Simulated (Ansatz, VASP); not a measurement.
# TiHg: VASP beside Ansatz

The input INCAR:

```
SYSTEM = TiHg
PREC = Accurate
ENCUT = 520
EDIFF = 1E-8
ISMEAR = -1
SIGMA = 0.08
LREAL = .False.
LASPH = .True.
NELM = 100
ALGO = Normal
ISIF = 2
LWAVE = .False.
LCHARG = .False.
GGA = CA
LEFG = .True.
NBANDS = 19
```

Contents of KPOINTS:

```
Automatic mesh
0
Gamma
  14 14 10
  0 0 0
```

File POSCAR:

```
TiHg
1.0
    3.0289277331      0.0000000000      0.0000000000
    0.0000000000      3.0289277331      0.0000000000
    0.0000000000      0.0000000000      4.0677623693
Ti Hg
1 1
Direct
    0.5000000000      0.5000000000      0.5000000000
    0.0000000000      0.0000000000      0.0000000000
```

Input for Ansatz:

```yaml
crystal:
  lattice:
    - [3.0289277331, 0.0, 0.0]
    - [0.0, 3.0289277331, 0.0]
    - [0.0, 0.0, 4.0677623693]
  atoms:
    - { symbol: Ti, position: [0.5, 0.5, 0.5] }
    - { symbol: Hg, position: [0.0, 0.0, 0.0] }
kpoints:
  mp_grid: { grid: [14, 14, 10] }
scf:
  occupations: { method: fermi_dirac, width: 0.08 }
hamiltonian:
  xc: lda
  pseudopotentials: { kind: paw }
output:
  forces: true
  stress: true
  eigenvalues: true
  efg: { contact_densities: true }
```

Change from the starting cell: volume scaled by 1.02, PAW files.

Alike in both runs: task electric field gradients; functional LDA; k mesh 14 × 14 × 10; occupations fermi-dirac, width 0.08 eV; no spin polarisation.

|  | VASP | Ansatz |
| --- | --- | --- |
| version | VASP 6.6.1 | Ansatz 0.2.0 |
| potentials or method | VASP PAW LDA potentials, release 64 (Ti_sv, Hg) | PAW with Ansatz's default frozen-core files, scalar-relativistic |
| plane-wave cutoff (eV) | 520 | 420 |
| valence electrons in the cell | 24 | 32 |

Ansatz gave:

| Property | Result |
| --- | --- |
| pressure (GPa) | -8.6 |
| traceless stress, the component that is largest in VASP (GPa) | 0.34 |
| size of Vzz on the site where it differs most (V/Å²) | 196.3 |

Which values does VASP return?

Pressure (GPa): -7.8; traceless stress, the component that is largest in VASP (GPa): 0.32; size of Vzz on the site where it differs most (V/Å²): 203.2.

LDA's correlation is that of Perdew and Zunger in VASP and of Perdew and Wang (1992) in Ansatz. VASP's potentials hold 24 valence electrons a cell and Ansatz's 32, so a difference there can come from the potentials and not from the codes.

Spin-orbit coupling is off throughout.
